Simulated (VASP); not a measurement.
Wanted: the native input for a VASP 6.6.1 run.

| Quantity | Value |
| --- | --- |
| Task | single point |
| Functional | PBEsol |
| Dispersion | D3(BJ) |
| Potentials or basis | VASP PAW PBE potentials, release 64 (Bi_d) |
| Cutoff | 520 eV |
| k mesh | 18 × 18 × 18 |
| Occupations | gaussian, width 0.15 eV |
| Spin | no spin polarisation |
| Dipole correction | no |
| Further INCAR settings | ALGO = Fast; EDIFF = 1e-06; NBANDS = 14 |

The structure of Bi lies in POSCAR:

```
Bi
1.0
   -1.8088295624      1.8088295624      2.2633884314
    1.8088295624     -1.8088295624      2.2633884314
    1.8088295624      1.8088295624     -2.2633884314
Bi
1
Direct
    0.0000000000      0.0000000000      0.0000000000
```

One way to write it, as run:

INCAR

```
SYSTEM = Bi
PREC = Accurate
ENCUT = 520
EDIFF = 1E-6
ISMEAR = 0
SIGMA = 0.15
LREAL = .False.
LASPH = .True.
NELM = 60
ALGO = Fast
ISIF = 2
LWAVE = .False.
LCHARG = .False.
GGA = PS
IVDW = 12
NBANDS = 14
```

KPOINTS

```
regular mesh
0
Gamma
  18 18 18
  0 0 0
```

Potentials or basis: VASP PAW PBE potentials, release 64 (Bi_d).

Run with:

```sh
$ cat potpaw_PBE.64/Bi_d/POTCAR > POTCAR
$ mpirun -np 1 vasp_std > vasp.out
```

It gave:

- Pressure: -2.0 GPa
- Band gap on the k mesh: zero (an odd number of electrons rules out a gap without spin polarisation)
- Dispersion energy per atom: -0.551 eV

Caveat: the PAW data sets were made with another functional, which shifts forces and pressure a little; spin-orbit coupling is left out, which moves the levels of the heavy elements.

Run time: 2.8 min on 1 thread of Intel(R) Xeon(R) Platinum 8488C (Sapphire Rapids) (shared host), peak memory 0.3 GiB.
